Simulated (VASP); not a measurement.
# InSe (R3m) in VASP: a series of runs

Runs on InSe. Level: LDA. Tasks: single point.

All numbers are computed with VASP 6.6.1; they aren't measurements. Logs are shortened: lines on timing, memory, paths and dates and some standing lists are left out, and cuts for length are marked.

**The experiment to reproduce.**

“The Interaction of Hydrogen with the van der Waals Crystal γ-InSe”, 2020, pmc:7321205 reports, for a bulk crystal of InSe at 300 K: band gap 1.25 eV.

The results are compared with them further down.

## Step 1: The cell of the first run

It takes space group R3m (No. 160, trigonal). Conventional cell: a = 3.946 Å, b = 3.946 Å, c = 24.978 Å, α = 90.00°, β = 90.00°, γ = 120.00°. In (site symmetry 3m) has 3 Se at 2.60 Å and 1 In at 2.78 Å within 3.4 Å. In (site symmetry 3m) has 3 Se at 2.60 Å and 1 In at 2.78 Å within 3.4 Å. Se (site symmetry 3m) has 3 In at 2.60 Å within 3.4 Å. Se (site symmetry 3m) has 3 In at 2.60 Å within 3.4 Å.

## Step 2: Single point, LDA

Input file INCAR:

```
SYSTEM = InSe
  PREC = Accurate
  ENCUT = 520
  EDIFF = 1E-7
  ISMEAR = -1
  SIGMA = 0.05
  LREAL = .False.
  LASPH = .True.
  NELM = 60
  ALGO = Normal
  ISIF = 2
  LWAVE = .False.
  LCHARG = .False.
  NBANDS = 27
```

Input file KPOINTS:

```
regular mesh
0
Gamma
  8 8 8
  0 0 0
```

Input file POSCAR:

```
InSe
1.0
    1.9729696595      1.1390945640      8.3259319629
   -1.9729696595      1.1390945640      8.3259319629
    0.0000000000     -2.2781891280      8.3259319629
In Se
2 2
Direct
    0.8886000000      0.8886000000      0.8886000000
    0.0000000000      0.0000000000      0.0000000000
    0.1719000000      0.1719000000      0.1719000000
    0.3835000000      0.3835000000      0.3835000000
```

Potentials or basis: VASP PAW LDA potentials, release 64 (In_d, Se).

Launch:

```bash
$ cat potpaw_LDA.64/In_d/POTCAR potpaw_LDA.64/Se/POTCAR > POTCAR
$ mpirun -np 1 vasp_std > vasp.out
```

OUTCAR:

```text
SYSTEM = InSe
   PREC = Accurate
   ENCUT = 520
   EDIFF = 1E-7
   ISMEAR = -1
   LREAL = .False.
   LASPH = .True.
   NELM = 60
   ISIF = 2

 ion  position               nearest neighbor table
   1  0.889  0.889  0.889-   3 2.60   3 2.60   3 2.60   2 2.78
   2  0.000  0.000  0.000-   4 2.60   4 2.60   4 2.60   1 2.78
   3  0.172  0.172  0.172-   1 2.60   1 2.60   1 2.60
   4  0.383  0.383  0.383-   2 2.60   2 2.60   2 2.60

  LATTYP: Found a trigonal (rhomboedric) cell.
 ALAT       =     8.6319921660
 COS(alpha) =     0.8955162542

  Lattice vectors:

 A1 = (   1.9729696595,   1.1390945640,   8.3259319629)
 A2 = (  -1.9729696595,   1.1390945640,   8.3259319629)
 A3 = (   0.0000000000,  -2.2781891280,   8.3259319629)

Analysis of symmetry for initial positions (statically):
=====================================================================
 Subroutine PRICEL returns:
 Original cell was already a primitive cell.

 Routine SETGRP: Setting up the symmetry group for a
 trigonal (rhombohedral) supercell.

 Subroutine GETGRP returns: Found  6 space group operations
 (whereof  6 operations were pure point group operations)
 out of a pool of 12 trial point group operations.

The static configuration has the point symmetry C_3v.

Analysis of symmetry for dynamics (positions and initial velocities):
=====================================================================
 Subroutine PRICEL returns:
 Original cell was already a primitive cell.

 Routine SETGRP: Setting up the symmetry group for a
 trigonal (rhombohedral) supercell.

 Subroutine GETGRP returns: Found  6 space group operations
 (whereof  6 operations were pure point group operations)
 out of a pool of 12 trial point group operations.

The dynamic configuration has the point symmetry C_3v.

 Subroutine INISYM returns: Found  6 space group operations
 (whereof  6 operations are pure point group operations),
 and found     1 'primitive' translations

----------------------------------------------------------------------------------------

                                     Primitive cell

  volume of cell :     112.2701

  direct lattice vectors                    reciprocal lattice vectors
     1.972969659  1.139094564  8.325931963     0.253425083  0.146315040  0.040035558
    -1.972969659  1.139094564  8.325931963    -0.253425083  0.146315040  0.040035558
     0.000000000 -2.278189128  8.325931963     0.000000000 -0.292630080  0.040035558

  length of vectors
     8.631992166  8.631992166  8.631992166     0.295356073  0.295356073  0.295356073

  position of ions in fractional coordinates (direct lattice)
     0.888600000  0.888600000  0.888600000
     0.000000000  0.000000000  0.000000000
     0.171900000  0.171900000  0.171900000
     0.383500000  0.383500000  0.383500000

  ion indices of the primitive-cell ions
   primitive index   ion index
                 1           1
                 2           2
                 3           3
                 4           4

----------------------------------------------------------------------------------------

 KPOINTS: regular mesh

Automatic generation of k-mesh.
 Grid dimensions read from file:
 generate k-points for:    8    8    8

 Generating k-lattice:

  Cartesian coordinates                     Fractional coordinates (reciprocal lattice)
     0.031678135  0.018289380  0.005004445     0.125000000 -0.000000000  0.000000000
    -0.031678135  0.018289380  0.005004445    -0.000000000  0.125000000  0.000000000
     0.000000000 -0.036578760  0.005004445     0.000000000  0.000000000  0.125000000

  Length of vectors
     0.036919509  0.036919509  0.036919509

  Shift w.r.t. Gamma in fractional coordinates (k-lattice)
     0.000000000  0.000000000  0.000000000

 Subroutine IBZKPT returns following result:
 ===========================================

 Found     65 irreducible k-points:

 Following reciprocal coordinates:
            Coordinates               Weight
  0.000000  0.000000  0.000000      1.000000
  0.125000 -0.000000  0.000000      6.000000
  0.250000 -0.000000  0.000000      6.000000
  0.375000 -0.000000  0.000000      6.000000
  0.500000 -0.000000  0.000000      3.000000
  0.125000  0.125000  0.000000      6.000000
[... 16 lines left out ...]
  0.250000  0.125000  0.125000      6.000000
  0.375000  0.125000  0.125000      6.000000
 [... further k-points ...]
   k-points           NKPTS =     65   k-points in BZ     NKDIM =     65   number of bands    NBANDS=     27
   number of dos      NEDOS =    301   number of ions     NIONS =      4
   total plane-waves  NPLWV = 262144
   dimension x,y,z NGX =    64 NGY =   64 NGZ =   64
   dimension x,y,z NGXF=   128 NGYF=  128 NGZF=  128
   ions per type =               2   2
   NGX,Y,Z   is equivalent  to a cutoff of  12.33, 12.33, 12.33 a.u.
   NGXF,Y,Z  is equivalent  to a cutoff of  24.65, 24.65, 24.65 a.u.
 SYSTEM =  InSe
   PREC   = accura    normal or accurate (medium, high low for compatibility)
   ISTART =      0    job   : 0-new  1-cont  2-samecut
   ICHARG =      2    charge: 1-file 2-atom 10-const
   ISPIN  =      1    spin polarized calculation?
   LNONCOLLINEAR =      F non collinear calculations
   LSORBIT =      F    spin-orbit coupling
   LASPH  =      T    aspherical Exc in radial PAW
   ENCUT  =  520.0 eV  38.22 Ry    6.18 a.u.  16.05 16.05 16.05*2*pi/ulx,y,z
   NELM   =     60;   NELMIN=  2; NELMDL= -5     # of ELM steps
   EDIFF  = 0.1E-06   stopping-criterion for ELM
   LREAL  =      F    real-space projection
   EDIFFG = 0.1E-05   stopping-criterion for IOM
   NSW    =      0    number of steps for IOM
   IBRION =     -1    ionic relax: 0-MD 1-quasi-New 2-CG
   NFREE  =      0    steps in history (QN), initial steepest desc. (CG)
   ISIF   =      2    stress and relaxation
   ISYM   =      2    0-nonsym 1-usesym 2-fastsym
   POTIM  = 0.5000    time-step for ionic-motion
   TEBEG  =    0.0;   TEEND  =   0.0 temperature during run
   PSTRESS=    0.0 pullay stress
   NELECT =      38.0000    total number of electrons
   NUPDOWN=      -1.0000    fix difference up-down
   EMIN   =  10.00;   EMAX   =-10.00  energy-range for DOS
   EFERMI =   0.00;   METHOD = LEGACY
   ISMEAR =    -1;   SIGMA  =   0.05  broadening in eV -4-tet -1-fermi 0-gaus
   EFERMI_NEDOS =   21; number of points for ismear=-14 and -15
   IALGO  =     38    algorithm
   IMIX   =      4    mixing-type and parameters
     AMIX     =   0.40;   BMIX     =  1.00
     AMIX_MAG =   1.60;   BMIX_MAG =  1.00
  volume/ion in A,a.u.               =      28.07       189.41
  Fermi-wavevector in a.u.,A,eV,Ry     =   1.140901  2.155990 17.710090  1.301655
  Thomas-Fermi vector in A             =   2.277602
   LORBIT       =      0    0 simple, 1 ext, 2 COOP (PROOUT), +10 PAW based schemes
   GGA     = CA    functional components
   LHFCALC =     F    Hartree Fock is set to
   AEXX    =    0.0000 exact exchange contribution
   IVDW    =     0    specifies the selected vdW correction
   LEPSILON=     F    determine dielectric tensor
   LRPA    =     F    only Hartree local field effects (RPA)
 non-spin polarized calculation
  energy-cutoff  :      520.00
  volume of cell :      112.27
 maximum number of plane-waves:      3064
   NGX = 33   NGY = 33   NGZ = 33

 number of electron      37.9999999 magnetization

 Free energy of the ion-electron system (eV)
  ---------------------------------------------------
  ext. energy  EPLUGINS =         0.00000000
  ---------------------------------------------------
  free energy    TOTEN  =       -16.65089042 eV

  energy without entropy =      -16.65080985  energy(sigma->0) =      -16.65085014

 E-fermi :   4.5577     XC(G=0):  -9.4350

 val. band max:        4.3782769176   @ k =   0.5000   0.5000   0.5000
 cond. band min:       4.7139912957   @ k =   0.5000   0.5000   0.5000
 fundamental gap:      0.3357143782
 Fermi energy:         4.5576665304

 k-point     1 :       0.0000    0.0000    0.0000
  band No.  band energies     occupation
      1     -10.4835      2.00000
      2     -10.2877      2.00000
      3     -10.2877      2.00000
      4     -10.2048      2.00000
      5     -10.2048      2.00000
      6     -10.1758      2.00000
[... 19 lines left out ...]
     26       9.8054      0.00000
     27      11.9114      0.00000

 k-point     2 :       0.1250   -0.0000    0.0000
  band No.  band energies     occupation
      1     -10.4963      2.00000
      2     -10.3582      2.00000
      3     -10.3017      2.00000
      4     -10.2834      2.00000
      5     -10.1917      2.00000
      6     -10.1810      2.00000
[... 19 lines left out ...]
     26      10.1816      0.00000
     27      11.4247      0.00000

 k-point     3 :       0.2500   -0.0000    0.0000
  band No.  band energies     occupation
      1     -10.5774      2.00000
      2     -10.4490      2.00000
      3     -10.4044      2.00000
      4     -10.2781      2.00000
      5     -10.1936      2.00000
      6     -10.1604      2.00000
[... 19 lines left out ...]
     26      10.7819      0.00000
     27      11.0646      0.00000

 k-point     4 :       0.3750   -0.0000    0.0000
  band No.  band energies     occupation
      1     -10.6663      2.00000
      2     -10.5534      2.00000
      3     -10.4015      2.00000
      4     -10.2777      2.00000
      5     -10.2058      2.00000
      6     -10.1300      2.00000
[... 19 lines left out ...]
     26      10.9120      0.00000
     27      11.5379      0.00000
[... 516 lines left out ...]
      4     -10.2048      2.00000
      5     -10.2048      2.00000
      6     -10.1758      2.00000
[... 19 lines left out ...]
     26       9.8270      0.00000
     27      11.9829      0.00000

 k-point    23 :       0.2500    0.1250    0.1250
  band No.  band energies     occupation
      1     -10.4952      2.00000
      2     -10.3566      2.00000
      3     -10.3052      2.00000
      4     -10.2834      2.00000
      5     -10.1917      2.00000
      6     -10.1810      2.00000
[... 19 lines left out ...]
     26      10.2576      0.00000
     27      11.4589      0.00000

 k-point    24 :       0.3750    0.1250    0.1250
  band No.  band energies     occupation
      1     -10.5734      2.00000
      2     -10.4552      2.00000
      3     -10.4027      2.00000
      4     -10.2781      2.00000
      5     -10.1935      2.00000
      6     -10.1604      2.00000
[... 19 lines left out ...]
     26      10.8448      0.00000
     27      11.2679      0.00000

 [... further k-points ...]
[... 5 lines left out ...]
  --------------------------------------------------------------------------------------
  -------------------------------------------------------------------------------------
  Total        0.9220288      0.9220288     -0.1337045      0.0000000      0.0000000      0.0000000
  in kB       13.1580271     13.1580271     -1.9080612      0.0000000      0.0000000      0.0000000
  external PRESSURE =       8.1359977 kB  Pullay stress =       0.0000000 kB

 VOLUME and BASIS-vectors are now :
 -----------------------------------------------------------------------------
  energy-cutoff  :      520.00
  volume of cell :      112.27
      direct lattice vectors                 reciprocal lattice vectors
     1.972969659  1.139094564  8.325931963     0.253425083  0.146315040  0.040035558
    -1.972969659  1.139094564  8.325931963    -0.253425083  0.146315040  0.040035558
     0.000000000 -2.278189128  8.325931963     0.000000000 -0.292630080  0.040035558

 POSITION                                       TOTAL-FORCE (eV/Angst)
 -----------------------------------------------------------------------------------
      0.00000      0.00000     22.19527         0.000000      0.000000      0.427431
      0.00000      0.00000      0.00000         0.000000     -0.000000     -0.411110
      0.00000      0.00000      4.29368         0.000000     -0.000000     -0.284436
      0.00000      0.00000      9.57898         0.000000      0.000000      0.268115
 -----------------------------------------------------------------------------------
    total drift:                               -0.000000     -0.000000     -0.000198

  FREE ENERGIE OF THE ION-ELECTRON SYSTEM (eV)
  ---------------------------------------------------
  free  energy   TOTEN  =       -16.6508904196 eV

  energy  without entropy=      -16.6508098549  energy(sigma->0) =      -16.65085014
```

It took 5.5 min on 1 thread of Intel Xeon 6975P-C (Granite Rapids), shared host; peak memory 0.51 GiB.

What came out:

```yaml
Free_energy: -16.6509 eV
Pressure: 0.8 GPa
Largest_force: 0.427 eV/Å
Band_gap_on_the_k_mesh: 0.34 eV
```

Forces in eV/Å, atoms in the order of the input:
```
In   0.000  0.000  0.427
In   0.000  0.000 -0.411
Se   0.000  0.000 -0.284
Se   0.000  0.000  0.268
```

Stress tensor (GPa, compression positive):
```
 1.32  0.00  0.00
 0.00  1.32  0.00
 0.00  0.00 -0.19
```

Caveat: semilocal functionals underestimate gaps, and a narrow one can read as zero; spin-orbit coupling is left out, which moves the levels of the heavy elements.

## Step 3: Single point, LDA

This run uses another cell than the first one, of 28.65 Å³/atom.

Input file INCAR:

```
SYSTEM = InSe
  PREC = Accurate
  ENCUT = 520
  EDIFF = 1E-6
  ISMEAR = -1
  SIGMA = 0.05
  LREAL = .FALSE.
  LASPH = .TRUE.
  NELM = 100
  ALGO = Normal
  ISIF = 2
  LWAVE = .FALSE.
  LCHARG = .FALSE.
  NBANDS = 27
```

Input file KPOINTS:

```
Automatic mesh
0
G
  8 8 8
  0 0 0
```

Input file POSCAR:

```
InSe
1.0
    1.9865767768      1.1469506368      8.3833539979
   -1.9865767768      1.1469506368      8.3833539979
    0.0000000000     -2.2939012737      8.3833539979
In Se
2 2
Direct
    0.8886000000      0.8886000000      0.8886000000
    0.0000000000      0.0000000000      0.0000000000
    0.1719000000      0.1719000000      0.1719000000
    0.3835000000      0.3835000000      0.3835000000
```

Potentials or basis: VASP PAW LDA potentials, release 64 (In_d, Se).

Launch:

```bash
$ cat potpaw_LDA.64/In_d/POTCAR potpaw_LDA.64/Se/POTCAR > POTCAR
$ mpirun -np 1 vasp_std > vasp.out
```

It took 7.4 min on 1 thread of Intel Xeon 6975P-C (Granite Rapids), shared host; peak memory 0.58 GiB.

The run converged. Its results:

```yaml
Free_energy: -16.6547 eV
Pressure: -0.3 GPa
Largest_force: 0.337 eV/Å
Band_gap_on_the_k_mesh: 0.28 eV
```

Forces on the atoms (eV/Å):
```
In   0.000  0.000  0.337
In   0.000  0.000 -0.320
Se   0.000  0.000 -0.119
Se   0.000  0.000  0.102
```

Stress tensor (GPa, compression positive):
```
 0.12  0.00  0.00
 0.00  0.12  0.00
 0.00  0.00 -1.23
```

Levels at points of the mesh, in eV from the valence-band top:
| k point | band 15 | band 16 | band 17 | band 18 | band 19 | band 20 | band 21 | band 22 | band 23 | band 24 |
| --- | --- | --- | --- | --- | --- | --- | --- | --- | --- | --- |
| (0.00, 0.00, 0.00) | -1.63 | -1.33 | -1.33 | -1.24 | -1.24 | 1.61 | 1.96 | 4.32 | 4.32 | 5.10 |
| (0.50, 0.00, 0.00) | -3.58 | -2.47 | -2.42 | -2.31 | -1.74 | 1.08 | 1.88 | 3.52 | 3.89 | 4.79 |
| (0.50, 0.50, 0.00) | -3.33 | -2.75 | -2.58 | -2.11 | -1.57 | 1.05 | 1.89 | 3.16 | 3.49 | 4.35 |
| (0.50, 0.50, 0.50) | -1.41 | -1.41 | -1.16 | -1.16 | 0.00 | 0.28 | 2.01 | 4.24 | 4.24 | 5.53 |

Caveat: semilocal functionals underestimate gaps, and a narrow one can read as zero; spin-orbit coupling is left out, which moves the levels of the heavy elements.

## Step 4: Single point, LDA

This run uses another cell than the first one, of 29.24 Å³/atom.

Input file INCAR:

```
PREC = Accurate ; ENCUT = 520
EDIFF = 1E-6 ; ISMEAR = -1
SIGMA = 0.05 ; LREAL = False
LASPH = True ; NELM = 100
ALGO = Normal ; ISIF = 2
LWAVE = False ; LCHARG = True
LELF = True ; LVHAR = True
NBANDS = 27
```

Input file KPOINTS:

```
Automatic mesh
0
Gamma
  8 8 8
```

Input file POSCAR:

```
InSe
1.0
    2.0000000000      1.1547005384      8.4400000000
   -2.0000000000      1.1547005384      8.4400000000
    0.0000000000     -2.3094010768      8.4400000000
In Se
2 2
Direct
    0.8886000000      0.8886000000      0.8886000000
    0.0000000000      0.0000000000      0.0000000000
    0.1719000000      0.1719000000      0.1719000000
    0.3835000000      0.3835000000      0.3835000000
```

Launch:

```bash
$ cat potpaw_LDA.64/In_d/POTCAR potpaw_LDA.64/Se/POTCAR > POTCAR
$ mpirun -np 1 vasp_std > vasp.out
```

Run time: 7.9 min. Hardware: 1 thread of Intel Xeon 6975P-C (Granite Rapids), shared host; peak memory 0.59 GiB.

The run converged. Its results:

| Quantity | Value |
| --- | --- |
| Free energy | -16.6425 eV |
| Pressure | -1.4 GPa |
| Largest force | 0.253 eV/Å |
| Band gap on the k mesh | 0.23 eV |

Forces on the atoms (eV/Å):
```
In   0.000  0.000  0.253
In   0.000  0.000 -0.235
Se   0.000  0.000  0.034
Se   0.000  0.000 -0.052
```

Stress tensor (GPa, compression positive):
```
-0.96  0.00  0.00
 0.00 -0.96  0.00
 0.00  0.00 -2.16
```

Levels at points of the mesh, in eV from the valence-band top:
| k point | band 17 | band 18 | band 19 | band 20 | band 21 | band 22 |
| --- | --- | --- | --- | --- | --- | --- |
| (0.00, 0.00, 0.00) | -1.31 | -1.21 | -1.21 | 1.56 | 1.92 | 4.30 |
| (0.50, 0.00, 0.00) | -2.36 | -2.25 | -1.70 | 1.09 | 1.84 | 3.51 |
| (0.50, 0.50, 0.00) | -2.52 | -2.07 | -1.53 | 1.03 | 1.88 | 3.16 |
| (0.50, 0.50, 0.50) | -1.14 | -1.14 | 0.00 | 0.23 | 1.99 | 4.22 |

Caveat: semilocal functionals underestimate gaps, and a narrow one can read as zero; spin-orbit coupling is left out, which moves the levels of the heavy elements. A k mesh can miss the band edges.

[end of part 1 of 2]
